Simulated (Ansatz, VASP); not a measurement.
**Two plane-wave programs on AlNi**

```xyz
14
Lattice="2.8326 0.0000 0.0000 0.0000 4.0059 0.0000 0.0000 0.0000 27.0178" Properties=species:S:1:pos:R:3 pbc="T T T"
Al    0.0000    2.0030    7.4183
Al    0.0000    0.0000    9.4979
Al    0.0000    2.0030   11.5105
Al    0.0000    0.0000   13.5089
Al    0.0000    2.0030   15.5073
Al    0.0000    0.0000   17.5199
Al    0.0000    2.0030   19.5995
Ni    1.4163    0.0000    7.6128
Ni    1.4163    2.0030    9.5219
Ni    1.4163    0.0000   11.4907
Ni    1.4163    2.0030   13.5089
Ni    1.4163    0.0000   15.5270
Ni    1.4163    2.0030   17.4959
Ni    1.4163    0.0000   19.4050
```

Alike in both runs: functional LDA; k mesh 12 × 9 × 1; occupations gaussian, width 0.1 eV; no spin polarisation.

Ansatz relaxed the structure, and its values are those at the end. VASP's run is a single point on that final structure, the one shown.

```csv
,VASP,Ansatz
version,VASP 6.6.1,Ansatz 0.2.0
potentials or method,"VASP PAW LDA potentials, release 64 (Al, Ni), cutoff 520 eV","scalar-relativistic, plane waves, PAW"
valence electrons in the cell,91,147
```

Ansatz gave:

| Property | Result |
| --- | --- |
| gap on the k mesh at the Fermi level (eV) | none |
| rms of the force components (eV/Å) | 0.001 |
| work function, face that differs most (eV) | 4.96 |

Question: Which values does VASP return?

Answer: gap on the k mesh at the Fermi level (eV): none; rms of the force components (eV/Å): 0.007; work function, face that differs most (eV): 4.96.

LDA's correlation is that of Perdew and Zunger in VASP and of Perdew and Wang (1992) in Ansatz. A gap of «none» marks a metal or a gap that the smearing closes. VASP's potentials hold 91 valence electrons a cell and Ansatz's 147, so a difference there can come from the potentials and not from the codes. Ansatz's warnings: xc potential rough in thin density.
